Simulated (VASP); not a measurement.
# InGa3P4 (P-43m) in VASP: notebook

The runs below take InGa3P4 through single point, with PBE.

Program: VASP 6.6.1. These are calculated values, not measurements. Logs are shortened: lines on timing, memory, paths and dates and some standing lists are left out, and cuts for length are marked.

## 1. The cell of the first run

Symmetry: P-43m, No. 215, cubic system. Conventional cell: a = 5.621 Å, b = 5.621 Å, c = 5.621 Å, α = 90.00°, β = 90.00°, γ = 90.00°. In (site symmetry -43m) has 4 P at 2.53 Å within 3.3 Å. Within 3.2 Å of Ga (site symmetry -42m) lie 4 P at 2.40 Å. Within 3.2 Å of P (site symmetry 3m) lie 3 Ga at 2.40 Å and 1 In at 2.53 Å.

## 2. Single point, PBE

INCAR reads:

```
ALGO     = Normal         # electronic algorithm
EDIFF    = 1E-7           # SCF threshold, eV
ENCUT    = 520            # plane-wave cutoff, eV
GGA      = PE             # functional
ISIF     = 2              # what is computed and relaxed
ISMEAR   = 0              # smearing method
LASPH    = True           # aspherical terms in the spheres
LCHARG   = True           # write CHGCAR
LELF     = True           # ELF
LREAL    = False          # projectors in reciprocal space
LVHAR    = True         
LWAVE    = False          # write WAVECAR
NBANDS   = 46             # bands
NELM     = 80             # most SCF steps
PREC     = Accurate       # precision mode
SIGMA    = 0.1            # smearing width, eV
```

KPOINTS reads:

```
k-points
0
Gamma
  4 4 4
```

POSCAR reads:

```
InGa3P4
1.0
    5.6208980000      0.0000000000      0.0000000000
    0.0000000000      5.6208980000      0.0000000000
    0.0000000000      0.0000000000      5.6208980000
In Ga P
1 3 4
Direct
    0.5000000000      0.5000000000      0.5000000000
    0.0000000000      0.0000000000      0.5000000000
    0.0000000000      0.5000000000      0.0000000000
    0.5000000000      0.0000000000      0.0000000000
    0.7600130000      0.7600130000      0.7600130000
    0.7600130000      0.2399870000      0.2399870000
    0.2399870000      0.7600130000      0.2399870000
    0.2399870000      0.2399870000      0.7600130000
```

Potentials or basis: VASP PAW PBE potentials, release 64 (In_d, Ga_d, P).

Started as:

```
$ cat potpaw_PBE.64/In_d/POTCAR potpaw_PBE.64/Ga_d/POTCAR potpaw_PBE.64/P/POTCAR > POTCAR
$ mpirun -np 1 vasp_std > vasp.out
```

OUTCAR:

```text
EDIFF = 1E-7
   ENCUT = 520
   GGA = PE
   ISIF = 2
   ISMEAR = 0
   LASPH = True
   LREAL = False
   NELM = 80
   PREC = Accurate

 ion  position               nearest neighbor table
   1  0.500  0.500  0.500-   5 2.53   6 2.53   7 2.53   8 2.53
   2  0.000  0.000  0.500-   5 2.40   6 2.40   7 2.40   8 2.40
   3  0.000  0.500  0.000-   5 2.40   6 2.40   7 2.40   8 2.40
   4  0.500  0.000  0.000-   5 2.40   6 2.40   7 2.40   8 2.40
   5  0.760  0.760  0.760-   2 2.40   3 2.40   4 2.40   1 2.53
   6  0.760  0.240  0.240-   2 2.40   3 2.40   4 2.40   1 2.53
   7  0.240  0.760  0.240-   2 2.40   3 2.40   4 2.40   1 2.53
   8  0.240  0.240  0.760-   2 2.40   3 2.40   4 2.40   1 2.53

  LATTYP: Found a simple cubic cell.
 ALAT       =     5.6208980000

  Lattice vectors:

 A1 = (   5.6208980000,   0.0000000000,   0.0000000000)
 A2 = (   0.0000000000,   5.6208980000,   0.0000000000)
 A3 = (   0.0000000000,   0.0000000000,   5.6208980000)

Analysis of symmetry for initial positions (statically):
=====================================================================
 Subroutine PRICEL returns:
 Original cell was already a primitive cell.

 Routine SETGRP: Setting up the symmetry group for a
 simple cubic supercell.

 Subroutine GETGRP returns: Found 24 space group operations
 (whereof 24 operations were pure point group operations)
 out of a pool of 48 trial point group operations.

The static configuration has the point symmetry T_d .

Analysis of symmetry for dynamics (positions and initial velocities):
=====================================================================
 Subroutine PRICEL returns:
 Original cell was already a primitive cell.

 Routine SETGRP: Setting up the symmetry group for a
 simple cubic supercell.

 Subroutine GETGRP returns: Found 24 space group operations
 (whereof 24 operations were pure point group operations)
 out of a pool of 48 trial point group operations.

The dynamic configuration has the point symmetry T_d .

 Subroutine INISYM returns: Found 24 space group operations
 (whereof 24 operations are pure point group operations),
 and found     1 'primitive' translations

----------------------------------------------------------------------------------------

                                     Primitive cell

  volume of cell :     177.5894

  direct lattice vectors                    reciprocal lattice vectors
     5.620898000  0.000000000  0.000000000     0.177907516  0.000000000  0.000000000
     0.000000000  5.620898000  0.000000000     0.000000000  0.177907516  0.000000000
     0.000000000  0.000000000  5.620898000     0.000000000  0.000000000  0.177907516

  length of vectors
     5.620898000  5.620898000  5.620898000     0.177907516  0.177907516  0.177907516

  position of ions in fractional coordinates (direct lattice)
     0.500000000  0.500000000  0.500000000
     0.000000000  0.000000000  0.500000000
     0.000000000  0.500000000  0.000000000
     0.500000000  0.000000000  0.000000000
     0.760013000  0.760013000  0.760013000
     0.760013000  0.239987000  0.239987000
     0.239987000  0.760013000  0.239987000
     0.239987000  0.239987000  0.760013000

  ion indices of the primitive-cell ions
   primitive index   ion index
                 1           1
                 2           2
                 3           3
                 4           4
                 5           5
                 6           6
                 7           7
                 8           8

----------------------------------------------------------------------------------------

 KPOINTS: k-points

Automatic generation of k-mesh.
 Grid dimensions read from file:
 generate k-points for:    4    4    4

 Generating k-lattice:

  Cartesian coordinates                     Fractional coordinates (reciprocal lattice)
     0.044476879  0.000000000  0.000000000     0.250000000  0.000000000  0.000000000
     0.000000000  0.044476879  0.000000000     0.000000000  0.250000000  0.000000000
     0.000000000  0.000000000  0.044476879     0.000000000  0.000000000  0.250000000

  Length of vectors
     0.044476879  0.044476879  0.044476879

  Shift w.r.t. Gamma in fractional coordinates (k-lattice)
     0.000000000  0.000000000  0.000000000

 Subroutine IBZKPT returns following result:
 ===========================================

 Found     10 irreducible k-points:

 Following reciprocal coordinates:
            Coordinates               Weight
  0.000000  0.000000  0.000000      1.000000
  0.250000  0.000000  0.000000      6.000000
  0.500000  0.000000  0.000000      3.000000
  0.250000  0.250000  0.000000     12.000000
  0.500000  0.250000  0.000000     12.000000
  0.500000  0.500000  0.000000      3.000000
  0.250000  0.250000  0.250000      8.000000
  0.500000  0.250000  0.250000     12.000000
  0.500000  0.500000  0.250000      6.000000
  0.500000  0.500000  0.500000      1.000000
   k-points           NKPTS =     10   k-points in BZ     NKDIM =     10   number of bands    NBANDS=     46
   number of dos      NEDOS =    301   number of ions     NIONS =      8
   total plane-waves  NPLWV =  74088
   dimension x,y,z NGX =    42 NGY =   42 NGZ =   42
   dimension x,y,z NGXF=    84 NGYF=   84 NGZF=   84
   ions per type =               1   3   4
   NGX,Y,Z   is equivalent  to a cutoff of  12.42, 12.42, 12.42 a.u.
   NGXF,Y,Z  is equivalent  to a cutoff of  24.84, 24.84, 24.84 a.u.
 SYSTEM =  unknown system
   PREC   = accura    normal or accurate (medium, high low for compatibility)
   ISTART =      0    job   : 0-new  1-cont  2-samecut
   ICHARG =      2    charge: 1-file 2-atom 10-const
   ISPIN  =      1    spin polarized calculation?
   LNONCOLLINEAR =      F non collinear calculations
   LSORBIT =      F    spin-orbit coupling
   LASPH  =      T    aspherical Exc in radial PAW
   ENCUT  =  520.0 eV  38.22 Ry    6.18 a.u.  10.45 10.45 10.45*2*pi/ulx,y,z
   NELM   =     80;   NELMIN=  2; NELMDL= -5     # of ELM steps
   EDIFF  = 0.1E-06   stopping-criterion for ELM
   LREAL  =      F    real-space projection
   EDIFFG = 0.1E-05   stopping-criterion for IOM
   NSW    =      0    number of steps for IOM
   IBRION =     -1    ionic relax: 0-MD 1-quasi-New 2-CG
   NFREE  =      0    steps in history (QN), initial steepest desc. (CG)
   ISIF   =      2    stress and relaxation
   ISYM   =      2    0-nonsym 1-usesym 2-fastsym
   POTIM  = 0.5000    time-step for ionic-motion
   TEBEG  =    0.0;   TEEND  =   0.0 temperature during run
   PSTRESS=    0.0 pullay stress
   NELECT =      72.0000    total number of electrons
   NUPDOWN=      -1.0000    fix difference up-down
   EMIN   =  10.00;   EMAX   =-10.00  energy-range for DOS
   EFERMI =   0.00;   METHOD = LEGACY
   ISMEAR =     0;   SIGMA  =   0.10  broadening in eV -4-tet -1-fermi 0-gaus
   EFERMI_NEDOS =   21; number of points for ismear=-14 and -15
   IALGO  =     38    algorithm
   IMIX   =      4    mixing-type and parameters
     AMIX     =   0.40;   BMIX     =  1.00
     AMIX_MAG =   1.60;   BMIX_MAG =  1.00
  volume/ion in A,a.u.               =      22.20       149.80
  Fermi-wavevector in a.u.,A,eV,Ry     =   1.211658  2.289701 19.974910  1.468114
  Thomas-Fermi vector in A             =   2.347166
   LORBIT       =      0    0 simple, 1 ext, 2 COOP (PROOUT), +10 PAW based schemes
   GGA     = PE    functional components
   LHFCALC =     F    Hartree Fock is set to
   AEXX    =    0.0000 exact exchange contribution
   IVDW    =     0    specifies the selected vdW correction
   LEPSILON=     F    determine dielectric tensor
   LRPA    =     F    only Hartree local field effects (RPA)
 non-spin polarized calculation
 Gauss-broadening in eV      SIGMA  =   0.10
  energy-cutoff  :      520.00
  volume of cell :      177.59
 maximum number of plane-waves:      4801
 NGX is ok and might be reduce to    42
   NGX = 21   NGY = 21   NGZ = 21

 number of electron      72.0000004 magnetization

 Free energy of the ion-electron system (eV)
  ---------------------------------------------------
  ext. energy  EPLUGINS =         0.00000000
  ---------------------------------------------------
  free energy    TOTEN  =       -35.60821853 eV

  energy without entropy =      -35.60821853  energy(sigma->0) =      -35.60821853

 E-fermi :   4.9541     XC(G=0):  -9.5312

 val. band max:        4.4764269749   @ k =   0.0000   0.0000   0.0000
 cond. band min:       5.5168421513   @ k =   0.0000   0.0000   0.0000
 fundamental gap:      1.0404151763
 Fermi energy:         4.9540831069

 k-point     1 :       0.0000    0.0000    0.0000
  band No.  band energies     occupation
      1     -10.1327      2.00000
      2     -10.1327      2.00000
      3     -10.1327      2.00000
      4     -10.0459      2.00000
      5     -10.0459      2.00000
      6     -10.0459      2.00000
[... 38 lines left out ...]
     45       8.4556      0.00000
     46       8.4556      0.00000

 k-point     2 :       0.2500    0.0000    0.0000
  band No.  band energies     occupation
      1     -10.1259      2.00000
      2     -10.1259      2.00000
      3     -10.1235      2.00000
      4     -10.0580      2.00000
      5     -10.0426      2.00000
      6     -10.0426      2.00000
[... 38 lines left out ...]
     45       9.3075      0.00000
     46       9.3075      0.00000

 k-point     3 :       0.5000    0.0000    0.0000
  band No.  band energies     occupation
      1     -10.1180      2.00000
      2     -10.1180      2.00000
      3     -10.1090      2.00000
      4     -10.0749      2.00000
      5     -10.0355      2.00000
      6     -10.0355      2.00000
[... 332 lines left out ...]
     45       9.4122      0.00000
     46       9.7212      0.00000

 k-point    10 :       0.5000    0.5000    0.5000
  band No.  band energies     occupation
      1     -10.1170      2.00000
      2     -10.0993      2.00000
      3     -10.0993      2.00000
      4     -10.0993      2.00000
      5     -10.0383      2.00000
      6     -10.0383      2.00000
[... 38 lines left out ...]
     45       9.3384      0.00000
     46       9.3674      0.00000

------------------------ aborting loop because EDIFF is reached ----------------------------------------

  FORCE on cell =-STRESS in cart. coord.  units (eV):
  Direction    XX          YY          ZZ          XY          YZ          ZX
  --------------------------------------------------------------------------------------
  -------------------------------------------------------------------------------------
  Total       -0.0409671     -0.0409671     -0.0409671     -0.0000000      0.0000000     -0.0000000
  in kB       -0.3695976     -0.3695976     -0.3695976     -0.0000000      0.0000000     -0.0000000
  external PRESSURE =      -0.3695976 kB  Pullay stress =       0.0000000 kB

 VOLUME and BASIS-vectors are now :
 -----------------------------------------------------------------------------
  energy-cutoff  :      520.00
  volume of cell :      177.59
      direct lattice vectors                 reciprocal lattice vectors
     5.620898000  0.000000000  0.000000000     0.177907516  0.000000000  0.000000000
     0.000000000  5.620898000  0.000000000     0.000000000  0.177907516  0.000000000
     0.000000000  0.000000000  5.620898000     0.000000000  0.000000000  0.177907516

 POSITION                                       TOTAL-FORCE (eV/Angst)
 -----------------------------------------------------------------------------------
      2.81045      2.81045      2.81045         0.000000      0.000000      0.000000
      0.00000      0.00000      2.81045         0.000000      0.000000      0.000000
      0.00000      2.81045      0.00000         0.000000      0.000000      0.000000
      2.81045      0.00000      0.00000         0.000000      0.000000      0.000000
      4.27196      4.27196      4.27196        -0.003418     -0.003418     -0.003418
      4.27196      1.34894      1.34894        -0.003418      0.003418      0.003418
      1.34894      4.27196      1.34894         0.003418     -0.003418      0.003418
      1.34894      1.34894      4.27196         0.003418      0.003418     -0.003418
 -----------------------------------------------------------------------------------
    total drift:                                0.000000      0.000000     -0.000000

  FREE ENERGIE OF THE ION-ELECTRON SYSTEM (eV)
  ---------------------------------------------------
  free  energy   TOTEN  =       -35.6082185286 eV

  energy  without entropy=      -35.6082185286  energy(sigma->0) =      -35.60821853
```

It took 1.8 min on 1 thread of Intel Xeon 8259CL, shared host; peak memory 0.29 GiB.

Results:

```yaml
Free_energy: -35.6082 eV
Pressure: 0.0 GPa
Largest_force: 0.006 eV/Å
Band_gap_on_the_k_mesh: 1.04 eV
```

Forces in eV/Å, atoms in the order of the input:
```
In   0.000  0.000  0.000
Ga   0.000  0.000  0.000
Ga   0.000  0.000  0.000
Ga   0.000  0.000  0.000
P   -0.003 -0.003 -0.003
P   -0.003  0.003  0.003
P    0.003 -0.003  0.003
P    0.003  0.003 -0.003
```

Caveat: spin-orbit coupling is left out, which moves the levels of the heavy elements. A k mesh can miss the band edges.

## 3. Single point, PBE (19.53 Å³/atom)

This run uses another cell than the first one, of 19.53 Å³/atom.

INCAR reads:

```
SYSTEM = InGa3P4
ALGO = Normal ; EDIFF = 1E-6
ENCUT = 520 ; GGA = PE
ISIF = 2 ; ISMEAR = 0
LASPH = .True. ; LCHARG = .False.
LREAL = .False. ; LWAVE = .False.
NBANDS = 46 ; NELM = 60
PREC = Accurate ; SIGMA = 0.02
```

KPOINTS reads:

```
k-points
0
Gamma
  6 6 6
  0 0 0
```

POSCAR reads:

```
InGa3P4
1.0
    5.3864164583      0.0000000000      0.0000000000
    0.0000000000      5.3864164583      0.0000000000
    0.0000000000      0.0000000000      5.3864164583
In Ga P
1 3 4
Direct
    0.5000000000      0.5000000000      0.5000000000
    0.0000000000      0.0000000000      0.5000000000
    0.0000000000      0.5000000000      0.0000000000
    0.5000000000      0.0000000000      0.0000000000
    0.7609478405      0.7609478405      0.7609478405
    0.7609478405      0.2390521595      0.2390521595
    0.2390521595      0.7609478405      0.2390521595
    0.2390521595      0.2390521595      0.7609478405
```

Potentials or basis: VASP PAW PBE potentials, release 64 (In_d, Ga_d, P).

Started as:

```
$ cat potpaw_PBE.64/In_d/POTCAR potpaw_PBE.64/Ga_d/POTCAR potpaw_PBE.64/P/POTCAR > POTCAR
$ mpirun -np 1 vasp_std > vasp.out
```

Wall time 2.8 min (1 thread of Intel Xeon 8259CL, shared host); peak memory 0.31 GiB.

It converged, with:

```yaml
Free_energy: -34.9042 eV
Pressure: 12.0 GPa
Largest_force: 0.010 eV/Å
Band_gap_on_the_k_mesh: 1.45 eV
```

Forces on the atoms (eV/Å):
```
In   0.000  0.000  0.000
Ga   0.000  0.000  0.000
Ga   0.000  0.000  0.000
Ga   0.000  0.000  0.000
P   -0.005 -0.005 -0.005
P   -0.005  0.005  0.005
P    0.005 -0.005  0.005
P    0.005  0.005 -0.005
```

Levels at points of the mesh, in eV from the valence-band top:
```
           k point  band 33  band 34  band 35  band 36  band 37  band 38  band 39  band 40
(0.00, 0.00, 0.00)    -2.85     0.00     0.00     0.00     1.45     1.53     1.53     1.53
(0.50, 0.00, 0.00)    -2.03    -2.03    -1.57    -1.57     2.11     2.14     3.59     3.89
(0.50, 0.50, 0.00)    -1.72    -1.30    -1.09    -1.09     2.94     2.94     3.51     3.63
(0.50, 0.50, 0.50)    -1.33    -0.87    -0.87    -0.87     1.71     1.71     1.71     2.29
```

Caveat: the cell stands under pressure; spin-orbit coupling is left out, which moves the levels of the heavy elements. A k mesh can miss the band edges.

## 4. Single point, PBE (20.20 Å³/atom)

This run uses another cell than the first one, of 20.20 Å³/atom.

INCAR reads:

```
PREC = Accurate ; ENCUT = 520
EDIFF = 1E-7 ; ISMEAR = 0
SIGMA = 0.02 ; LREAL = F
LASPH = T ; NELM = 80
ALGO = Normal ; ISIF = 2
LWAVE = F ; LCHARG = F
GGA = PE ; NBANDS = 46
```

KPOINTS reads:

```
regular mesh
0
Gamma
  6 6 6
```

POSCAR reads:

```
InGa3P4
1.0
    5.4469430577      0.0000000000      0.0000000000
    0.0000000000      5.4469430577      0.0000000000
    0.0000000000      0.0000000000      5.4469430577
In Ga P
1 3 4
Direct
    0.5000000000      0.5000000000      0.5000000000
    0.0000000000      0.0000000000      0.5000000000
    0.0000000000      0.5000000000      0.0000000000
    0.5000000000      0.0000000000      0.0000000000
    0.7607174423      0.7607174423      0.7607174423
    0.7607174423      0.2392825577      0.2392825577
    0.2392825577      0.7607174423      0.2392825577
    0.2392825577      0.2392825577      0.7607174423
```

Started as:

```
$ cat potpaw_PBE.64/In_d/POTCAR potpaw_PBE.64/Ga_d/POTCAR potpaw_PBE.64/P/POTCAR > POTCAR
$ mpirun -np 1 vasp_std > vasp.out
```

It took 3.1 min on 1 thread of Intel Xeon 8259CL, shared host; peak memory 0.33 GiB.

The run converged. Its results:

```yaml
Free_energy: -35.2410 eV
Pressure: 8.3 GPa
Largest_force: 0.010 eV/Å
Band_gap_on_the_k_mesh: 1.42 eV
```

Forces in eV/Å, atoms in the order of the input:
```
In   0.000  0.000  0.000
Ga   0.000  0.000  0.000
Ga   0.000  0.000  0.000
Ga   0.000  0.000  0.000
P   -0.006 -0.006 -0.006
P   -0.006  0.006  0.006
P    0.006 -0.006  0.006
P    0.006  0.006 -0.006
```

Levels at points of the mesh, in eV from the valence-band top:
```csv
k point,band 33,band 34,band 35,band 36,band 37,band 38,band 39,band 40
"(0.00, 0.00, 0.00)",-2.73,0.00,0.00,0.00,1.42,1.59,1.59,1.59
"(0.50, 0.00, 0.00)",-1.94,-1.94,-1.50,-1.50,2.16,2.18,3.54,3.83
"(0.50, 0.50, 0.00)",-1.64,-1.24,-1.04,-1.04,2.90,2.90,3.48,3.56
"(0.50, 0.50, 0.50)",-1.27,-0.84,-0.84,-0.84,1.61,1.61,1.61,2.19
```

Caveat: the cell stands under pressure; spin-orbit coupling is left out, which moves the levels of the heavy elements. A k mesh can miss the band edges.

## 5. The runs side by side

```tsv
cell	k mesh	smearing	gap on the mesh (eV)	pressure (GPa)	largest force (eV/Å)
a = 5.621 Å, 8 atoms, atomic positions A	4 × 4 × 4	gaussian 0.1 eV	1.04	0.0	0.01
a = 5.386 Å, 8 atoms, atomic positions B	6 × 6 × 6	gaussian 0.02 eV	1.45	12.0	0.01
a = 5.447 Å, 8 atoms, atomic positions C	6 × 6 × 6	gaussian 0.02 eV	1.42	8.3	0.01
```

Alike in all rows: task single point; level PBE; potentials or basis VASP PAW PBE potentials, release 64 (In_d, Ga_d, P); no spin polarisation; cutoff (eV) 520.

Caveats: spin-orbit coupling is left out, which moves the levels of the heavy elements; the cell stands under pressure (at least some runs).

Absolute energies hang on the potentials; compare differences alone.
